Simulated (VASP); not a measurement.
# Al15TeN15 (a cell with a defect) in VASP: further runs, part 2 of 2

VASP 6.6.1.

**4. Single point, PBE**

The input, INCAR:

```
PREC = Accurate
ENCUT = 520
EDIFF = 1E-6
ISMEAR = -1
SIGMA = 0.01
LREAL = Auto
LASPH = T
NELM = 120
ALGO = Normal
ISIF = 2
LWAVE = F
LCHARG = F
GGA = PE
NBANDS = 84
NELECT = 128.0
GGA_COMPAT = F
ISYM = -1
```

The input, KPOINTS:

```
explicit points
1
Reciprocal
  0.25000000   0.25000000   0.25000000 1
```

The input, POSCAR:

```
Al15TeN15
1.0
    6.2595139128      0.0000000578      0.0000000000
   -3.1297570064      5.4208980350      0.0000000000
    0.0000000000      0.0000000000     10.0348065929
Al Te N
15 1 15
Direct
    0.3307474556      0.1687271658      0.2232216762
    0.3392387059      0.1601714892      0.7493603604
    0.1670586149      0.3319750915      0.9799135016
    0.3309420025      0.6646236764      0.2497161479
    0.1563880970      0.7993580706      0.5068000897
    0.3392602148      0.6595356608      0.7523363916
    0.1675917063      0.8270181043      0.9973001574
    0.8345661907      0.1683098127      0.2499709235
    0.6997870255      0.3427787727      0.5068694347
    0.8403037416      0.1602577276      0.7520239053
    0.6723671722      0.3315017183      0.9972729932
    0.8339805380      0.6660901473      0.2534094669
    0.6618108359      0.8368511724      0.4957859944
    0.8352877231      0.6637436707      0.7511179177
    0.6686020414      0.8306945588      1.0030446458
    0.2696373787      0.2295872793      0.4622034957
    0.1623946424      0.3358349462      0.1718827424
    0.3393588790      0.1598754450      0.9430566607
    0.1730753075      0.3273556006      0.7314955235
    0.3439135393      0.6974850372      0.4302441186
    0.1626037925      0.8264798352      0.1833357800
    0.3424138616      0.6756507037      0.9417146870
    0.1684286382      0.8183665804      0.6977692845
    0.8011070607      0.1547007886      0.4304720784
    0.6735799514      0.3376069576      0.1833026398
    0.8233367350      0.1565074350      0.9412877200
    0.6806414834      0.3304224903      0.6977428413
    0.8299769731      0.6692276723      0.4428439192
    0.6699332979      0.8295738862      0.1886573983
    0.8329521214      0.6658898683      0.9389350265
    0.6712741818      0.8277940979      0.6902058739
```

Potentials or basis: VASP PAW PBE potentials, release 64 (Al, Te, N).

Command:

```
cat potpaw_PBE.64/Al/POTCAR potpaw_PBE.64/Te/POTCAR potpaw_PBE.64/N/POTCAR > POTCAR
mpirun -np 1 vasp_std > vasp.out
```

OUTCAR:

```text
PREC = Accurate
   ENCUT = 520
   EDIFF = 1E-6
   ISMEAR = -1
   LREAL = Auto
   LASPH = T
   NELM = 120
   ISIF = 2
   GGA = PE
   NELECT = 128.0
   ISYM = -1

 ion  position               nearest neighbor table
   1  0.331  0.169  0.223-  17 1.89  21 1.90  25 1.90  16 2.49  11 2.93   7 2.93   3 3.02   4 3.11
                             8 3.12  12 3.14  12 3.15   8 3.17   4 3.17
   2  0.339  0.160  0.749-  19 1.82  27 1.92  23 1.92  18 1.94   3 2.97  16 2.98  11 3.07   7 3.07
                             9 3.12   5 3.12  10 3.12   6 3.13  14 3.13  14 3.13   6 3.13  10 3.14
   3  0.167  0.332  0.980-  22 1.90  18 1.90  26 1.90  17 1.93  19 2.49  10 2.89   6 2.89   2 2.97
[... 298 lines left out ...]
  in kB      193.2591252    150.7622123    216.6297546    -37.1828277     -5.3721398     13.6346052
  external PRESSURE =     186.8836974 kB  Pullay stress =       0.0000000 kB

 VOLUME and BASIS-vectors are now :
 -----------------------------------------------------------------------------
  energy-cutoff  :      520.00
  volume of cell :      340.50
      direct lattice vectors                 reciprocal lattice vectors
     6.259513913  0.000000058  0.000000000     0.159756813  0.092235641  0.000000000
    -3.129757006  5.420898035  0.000000000    -0.000000002  0.184471279  0.000000000
     0.000000000  0.000000000 10.034806593     0.000000000  0.000000000  0.099653141

 POSITION                                       TOTAL-FORCE (eV/Angst)
 -----------------------------------------------------------------------------------
      1.54224      0.91465      2.23999         0.012952     -0.006692     -0.034425
      1.62217      0.86827      7.51969         0.002963     -0.000065      0.007354
      0.00670      1.79960      9.83324         0.003689     -0.001354     -0.001137
     -0.00857      3.60286      2.50585        -0.001861      0.002287     -0.000232
     -1.52288      4.33324      5.08564         0.010193     -0.035140      0.011527
      0.05942      3.57528      7.54955        -0.001159     -0.002320      0.003932
[... 23 lines left out ...]
      3.12980      3.60972      9.42203        -0.004452      0.002060     -0.006452
      1.61106      4.48739      6.92608        -0.005426      0.001421     -0.005510
 -----------------------------------------------------------------------------------
    total drift:                                0.009760      0.001549      0.005467

  FREE ENERGIE OF THE ION-ELECTRON SYSTEM (eV)
  ---------------------------------------------------
  free  energy   TOTEN  =      -206.5841775563 eV

  energy  without entropy=     -206.5841775563  energy(sigma->0) =     -206.58417756
```

OSZICAR:

```text
N       E                     dE             d eps       ncg     rms          rms(c)
DAV:   1     0.595069813229E+03    0.59507E+03   -0.59853E+04   168   0.138E+03
DAV:   2    -0.185174648497E+03   -0.78024E+03   -0.74484E+03   212   0.278E+02
DAV:   3    -0.244145046692E+03   -0.58970E+02   -0.58521E+02   208   0.811E+01
DAV:   4    -0.245127933039E+03   -0.98289E+00   -0.97900E+00   200   0.113E+01
DAV:   5    -0.245150999279E+03   -0.23066E-01   -0.23054E-01   216   0.162E+00    0.356E+01
DAV:   6    -0.206485938131E+03    0.38665E+02   -0.16524E+02   192   0.383E+01    0.144E+01
DAV:   7    -0.206771875958E+03   -0.28594E+00   -0.69321E+00   200   0.852E+00    0.102E+01
DAV:   8    -0.206610908716E+03    0.16097E+00   -0.35485E-01   200   0.225E+00    0.523E+00
DAV:   9    -0.206580286989E+03    0.30622E-01   -0.10326E-01   200   0.166E+00    0.758E-01
DAV:  10    -0.206583070648E+03   -0.27837E-02   -0.23368E-02   200   0.583E-01    0.573E-01
DAV:  11    -0.206584089553E+03   -0.10189E-02   -0.62466E-03   224   0.322E-01    0.213E-01
DAV:  12    -0.206584100353E+03   -0.10799E-04   -0.19403E-03   224   0.199E-01    0.717E-02
DAV:  13    -0.206584180701E+03   -0.80349E-04   -0.53525E-04   192   0.851E-02    0.456E-02
DAV:  14    -0.206584174200E+03    0.65018E-05   -0.48719E-05   208   0.314E-02    0.195E-02
DAV:  15    -0.206584177217E+03   -0.30169E-05   -0.16938E-05   200   0.163E-02    0.775E-03
DAV:  16    -0.206584177556E+03   -0.33974E-06   -0.19769E-06   144   0.700E-03
   1 F= -.20658418E+03 E0= -.20658418E+03  d E =-.145716E-12
```

stdout:

```text
POSCAR found type information on POSCAR AlTeN
 POSCAR found :  3 types and      31 ions
 scaLAPACK will be used
 LDA part: xc-table for (Slater+PW92), standard interpolation
 POSCAR, INCAR and KPOINTS ok, starting setup
 FFT: planning ... GRIDC
 FFT: planning ... GRID_SOFT
 FFT: planning ... GRID
 WAVECAR not read
 entering main loop
 the old and the new charge density differ
 old charge density:   126.00000 new  128.00000
    0.356E+01
```

It took 1.8 min on 1 thread of Intel Xeon Platinum 8375C at 2.90GHz (Ice Lake), shared host; peak memory 0.41 GiB.

What came out:

```
Free energy   : -206.5842 eV
Largest force : 0.094 eV/Å
```

Forces on the atoms (eV/Å):
```
Al   0.013 -0.007 -0.034
Al   0.003  0.000  0.007
Al   0.004 -0.001 -0.001
Al  -0.002  0.002  0.000
Al   0.010 -0.035  0.012
Al  -0.001 -0.002  0.004
Al   0.001  0.000 -0.002
Al  -0.003  0.002 -0.001
Al   0.039  0.009  0.012
Al  -0.001  0.004  0.006
Al   0.000 -0.002 -0.001
Al   0.003 -0.001 -0.001
Al   0.002  0.000 -0.001
Al   0.005 -0.002  0.005
Al   0.000  0.000  0.004
Te  -0.081  0.045  0.017
N    0.002  0.000  0.007
N   -0.004  0.001 -0.007
N    0.002  0.004 -0.001
N    0.014 -0.012  0.000
N   -0.002  0.001 -0.003
N   -0.001 -0.001 -0.003
N    0.000 -0.001 -0.001
N    0.017 -0.006  0.001
N    0.000  0.000 -0.003
N   -0.003 -0.002 -0.002
N    0.001  0.000  0.000
N   -0.006  0.003  0.005
N   -0.001 -0.001 -0.007
N   -0.004  0.002 -0.006
N   -0.005  0.001 -0.006
```

Levels at points of the mesh, in eV from the Fermi level:
| k point | band 60 | band 61 | band 62 | band 63 | band 64 | band 65 | band 66 | band 67 | band 68 | band 69 |
| --- | --- | --- | --- | --- | --- | --- | --- | --- | --- | --- |
| (0.25, 0.25, 0.25) | -3.05 | -2.59 | -1.77 | -1.51 | -0.29 | 2.70 | 3.23 | 3.32 | 3.41 | 3.60 |

Caveat: the cell carries a net charge on a neutralising background, which shifts energy and pressure; the cell is charged against a uniform background, so pressure and absolute levels hang on convention; spin-orbit coupling is left out, which moves the levels of the heavy elements.

**5. Single point, PBE**

The input, INCAR:

```
SYSTEM = Al15TeN15
PREC = Accurate ; ENCUT = 520
EDIFF = 1E-6 ; ISMEAR = -1
SIGMA = 0.01 ; LREAL = Auto
LASPH = .TRUE. ; NELM = 120
ALGO = Normal ; ISIF = 2
LWAVE = .FALSE. ; LCHARG = .FALSE.
GGA = PE ; NBANDS = 84
GGA_COMPAT = .FALSE. ; ISYM = -1
```

KPOINTS is that of step 4.

The input, POSCAR:

```
Al15TeN15
1.0
    6.2595139128      0.0000000578      0.0000000000
   -3.1297570064      5.4208980350      0.0000000000
    0.0000000000      0.0000000000     10.0348065929
Al Te N
15 1 15
Direct
    0.3198051942      0.1726949784      0.2183875984
    0.3410254372      0.1542417900      0.7527546165
    0.1636259990      0.3332946430      0.9904095679
    0.3312570331      0.6708052359      0.2474216655
    0.1501107600      0.8001840016      0.5114932089
    0.3405815118      0.6545694514      0.7492308066
    0.1656412829      0.8248002865      0.9968354671
    0.8261854794      0.1646906014      0.2476075233
    0.6984162173      0.3469064697      0.5116224443
    0.8413603161      0.1551957463      0.7492291610
    0.6701830271      0.3295992961      0.9971750877
    0.8296262919      0.6650799286      0.2506664975
    0.6677408741      0.8303162124      0.5004971156
    0.8357120011      0.6591294223      0.7544979157
    0.6674341606      0.8289869104      1.0000844980
    0.2519634046      0.2447366890      0.4671184245
    0.1542791585      0.3413196140      0.1767704296
    0.3331611279      0.1623385765      0.9433694972
    0.1764110852      0.3195936781      0.6996792691
    0.3455761183      0.6914237634      0.4347872803
    0.1613101522      0.8305334516      0.1860581535
    0.3373855063      0.6673891657      0.9374672665
    0.1690332698      0.8148379196      0.6977767122
    0.8148894718      0.1556260385      0.4358703875
    0.6624893255      0.3314892150      0.1872026233
    0.8293009191      0.1596217585      0.9375761321
    0.6800632670      0.3254862480      0.6976225088
    0.8310163747      0.6653964448      0.4408455220
    0.6659760413      0.8305300274      0.1879159532
    0.8317436652      0.6630194281      0.9411176556
    0.6731710945      0.8226200149      0.6896152848
```

Potentials or basis: VASP PAW PBE potentials, release 64 (Al, Te, N).

Command:

```
cat potpaw_PBE.64/Al/POTCAR potpaw_PBE.64/Te/POTCAR potpaw_PBE.64/N/POTCAR > POTCAR
mpirun -np 1 vasp_std > vasp.out
```

OUTCAR:

```text
SYSTEM = Al15TeN15
   PREC = Accurate
   ENCUT = 520
   EDIFF = 1E-6
   ISMEAR = -1
   LREAL = Auto
   LASPH = .TRUE.
   NELM = 120
   ISIF = 2
   GGA = PE
   ISYM = -1

 ion  position               nearest neighbor table
   1  0.320  0.173  0.218-  17 1.86  21 1.88  25 1.89  16 2.61   3 2.86   7 2.92  11 2.92   8 3.08
                             4 3.10  12 3.14  12 3.15   4 3.19   8 3.21
   2  0.341  0.154  0.753-  19 1.87  18 1.91  27 1.92  23 1.92  16 3.03   7 3.03  11 3.03   3 3.07
                             5 3.09   9 3.10   6 3.13  14 3.13  10 3.13  10 3.13  14 3.13   6 3.13
   3  0.164  0.333  0.990-  17 1.87  22 1.89  26 1.89  18 1.91   1 2.86   6 2.98  10 2.99   2 3.07
                             7 3.07  11 3.08  15 3.13  15 3.13   4 3.16   8 3.16  11 3.18   7 3.19
   4  0.331  0.671  0.247-  20 1.88  21 1.89  29 1.91  17 1.92   7 3.05  15 3.08   8 3.09   1 3.10
                            12 3.12  13 3.13  12 3.14   5 3.14   3 3.16   8 3.16   1 3.19  16 3.30
   5  0.150  0.800  0.511-  20 1.84  23 1.87  28 1.88  16 2.56   9 2.83  14 2.98   6 3.01   2 3.09
                            13 3.12   4 3.14  12 3.15  13 3.15
   6  0.341  0.655  0.749-  23 1.87  19 1.88  22 1.89  31 1.90   3 2.98   5 3.01  13 3.06  15 3.08
                            14 3.09   7 3.11  10 3.13   2 3.13   2 3.13  10 3.13  14 3.18
   7  0.166  0.825  0.997-  22 1.88  30 1.89  21 1.90  18 1.91   1 2.92  14 3.02   2 3.03   4 3.05
[... 281 lines left out ...]

------------------------ aborting loop because EDIFF is reached ----------------------------------------

  FORCE on cell =-STRESS in cart. coord.  units (eV):
  Direction    XX          YY          ZZ          XY          YZ          ZX
  --------------------------------------------------------------------------------------
  -------------------------------------------------------------------------------------
  Total        7.8873441      2.9418799     21.0877736     -4.3460766     -3.1083382      6.5900295
  in kB       37.1125258     13.8425043     99.2248512    -20.4497077    -14.6257448     31.0082375
  external PRESSURE =      50.0599604 kB  Pullay stress =       0.0000000 kB

 VOLUME and BASIS-vectors are now :
 -----------------------------------------------------------------------------
  energy-cutoff  :      520.00
  volume of cell :      340.50
      direct lattice vectors                 reciprocal lattice vectors
     6.259513913  0.000000058  0.000000000     0.159756813  0.092235641  0.000000000
    -3.129757006  5.420898035  0.000000000    -0.000000002  0.184471279  0.000000000
     0.000000000  0.000000000 10.034806593     0.000000000  0.000000000  0.099653141

 POSITION                                       TOTAL-FORCE (eV/Angst)
 -----------------------------------------------------------------------------------
      1.46133      0.93616      2.19148         0.009314     -0.002302     -0.000501
      1.65191      0.83613      7.55375         0.000282      0.001438     -0.000418
     -0.01891      1.80676      9.93857         0.003869     -0.000364      0.004381
     -0.02595      3.63637      2.48283        -0.005744      0.003380     -0.002458
     -1.56476      4.33772      5.13274         0.008584     -0.005324      0.001384
      0.08323      3.54835      7.51839         0.001345      0.003765      0.003517
[... 23 lines left out ...]
      3.13122      3.59416      9.44393        -0.002066     -0.000568     -0.002264
      1.63912      4.45934      6.92016        -0.001582      0.000944     -0.004159
 -----------------------------------------------------------------------------------
    total drift:                                0.002686      0.007133      0.007088

  FREE ENERGIE OF THE ION-ELECTRON SYSTEM (eV)
  ---------------------------------------------------
  free  energy   TOTEN  =      -223.1007504540 eV

  energy  without entropy=     -223.1007504540  energy(sigma->0) =     -223.10075045
```

OSZICAR:

```text
N       E                     dE             d eps       ncg     rms          rms(c)
DAV:   1     0.554043857236E+03    0.55404E+03   -0.58556E+04   168   0.135E+03
DAV:   2    -0.201303849748E+03   -0.75535E+03   -0.72387E+03   212   0.273E+02
DAV:   3    -0.258027481982E+03   -0.56724E+02   -0.56329E+02   208   0.793E+01
DAV:   4    -0.258950194944E+03   -0.92271E+00   -0.91898E+00   200   0.109E+01
DAV:   5    -0.258971231816E+03   -0.21037E-01   -0.21024E-01   216   0.156E+00    0.338E+01
DAV:   6    -0.223094697248E+03    0.35877E+02   -0.15948E+02   200   0.363E+01    0.134E+01
DAV:   7    -0.223233664551E+03   -0.13897E+00   -0.65077E+00   200   0.824E+00    0.848E+00
DAV:   8    -0.223128361230E+03    0.10530E+00   -0.74582E-01   200   0.312E+00    0.382E+00
DAV:   9    -0.223116015135E+03    0.12346E-01   -0.57987E-01   224   0.245E+00    0.119E+00
DAV:  10    -0.223097947564E+03    0.18068E-01   -0.19119E-01   224   0.123E+00    0.539E-01
DAV:  11    -0.223099686873E+03   -0.17393E-02   -0.22621E-02   208   0.563E-01    0.371E-01
DAV:  12    -0.223100463207E+03   -0.77633E-03   -0.30807E-03   192   0.208E-01    0.214E-01
DAV:  13    -0.223100755700E+03   -0.29249E-03   -0.15276E-03   224   0.155E-01    0.590E-02
DAV:  14    -0.223100750231E+03    0.54698E-05   -0.36355E-04   200   0.676E-02    0.266E-02
DAV:  15    -0.223100750465E+03   -0.23483E-06   -0.46272E-05   200   0.248E-02    0.121E-02
DAV:  16    -0.223100750670E+03   -0.20446E-06   -0.11391E-05   216   0.113E-02    0.677E-03
DAV:  17    -0.223100750454E+03    0.21576E-06   -0.88224E-07   112   0.479E-03
   1 F= -.22310075E+03 E0= -.22310075E+03  d E =-.192221E-10
```

Wall time 1.7 min (1 thread of Intel Xeon Platinum 8375C at 2.90GHz (Ice Lake), shared host); peak memory 0.42 GiB.

Results:

| Quantity | Value |
| --- | --- |
| Free energy | -223.1008 eV |
| Pressure | 5.0 GPa |
| Largest force | 0.030 eV/Å |
| Band gap on the k mesh | 0.80 eV |

Forces in eV/Å, atoms in the order of the input:
```
Al   0.009 -0.002 -0.001
Al   0.000  0.001  0.000
Al   0.004  0.000  0.004
Al  -0.006  0.003 -0.002
Al   0.009 -0.005  0.001
Al   0.001  0.004  0.004
Al   0.002  0.001  0.001
Al  -0.005 -0.001 -0.001
Al   0.004 -0.006  0.002
Al   0.000  0.002  0.002
Al  -0.003 -0.003 -0.003
Al   0.004  0.001 -0.002
Al  -0.005 -0.003 -0.004
Al   0.003 -0.003  0.005
Al  -0.002 -0.002  0.005
Te  -0.023  0.011  0.017
N   -0.004  0.005  0.004
N   -0.001  0.002  0.002
N    0.004 -0.003 -0.011
N    0.009 -0.002 -0.003
N    0.003 -0.001  0.002
N    0.002 -0.003 -0.002
N    0.000  0.005 -0.006
N    0.009 -0.006 -0.007
N    0.004  0.002  0.002
N    0.000 -0.001 -0.002
N   -0.002  0.002 -0.001
N   -0.010  0.004 -0.005
N   -0.001  0.000  0.004
N   -0.002 -0.001 -0.002
N   -0.002  0.001 -0.004
```

Stress tensor (GPa, compression positive):
```
 3.71 -2.04  3.10
-2.04  1.38 -1.46
 3.10 -1.46  9.92
```

Levels at points of the mesh, in eV from the valence-band top:
```csv
k point,band 59,band 60,band 61,band 62,band 63,band 64,band 65,band 66,band 67,band 68
"(0.25, 0.25, 0.25)",-2.00,-1.86,-1.69,-0.73,0.00,0.80,4.05,4.57,4.65,4.81
```

Caveat: spin-orbit coupling is left out, which moves the levels of the heavy elements.
